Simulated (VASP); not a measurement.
Here is a VASP 6.6.1 calculation.

INCAR

```
SYSTEM = Si
PREC = Accurate
ENCUT = 520
EDIFF = 1E-7
ISMEAR = 0
SIGMA = 0.1
LREAL = .FALSE.
LASPH = .TRUE.
NELM = 100
ALGO = Normal
ISIF = 2
LWAVE = .FALSE.
LCHARG = .TRUE.
LDIPOL = .TRUE.
IDIPOL = 3
DIPOL = 0.5 0.5 0.500
GGA = PE
LELF = .TRUE.
LVHAR = .TRUE.
LVACPOTAV = .TRUE.
NBANDS = 11
```

File KPOINTS:

```
Automatic mesh
0
G
  15 15 1
  0 0 0
```

The input POSCAR:

```
Si
1.0
    3.7500000000      0.0000000000      0.0000000000
   -1.8750000000      3.2475952642      0.0000000000
    0.0000000000      0.0000000000     28.0000000000
Si
2
Direct
    0.3333333333      0.6666666667      0.5051071429
    0.6666666667      0.3333333333      0.4948928571
```

Potentials or basis: VASP PAW PBE potentials, release 64 (Si).

The run is started by

```console
$ cat potpaw_PBE.64/Si/POTCAR > POTCAR
$ mpirun -np 1 vasp_std > vasp.out
```

(1) What does it give for the band gap on the k mesh?

(2) What does it give for the largest force?

Results:

(1) zero (filled and empty bands touch).

(2) 0.369 eV/Å.
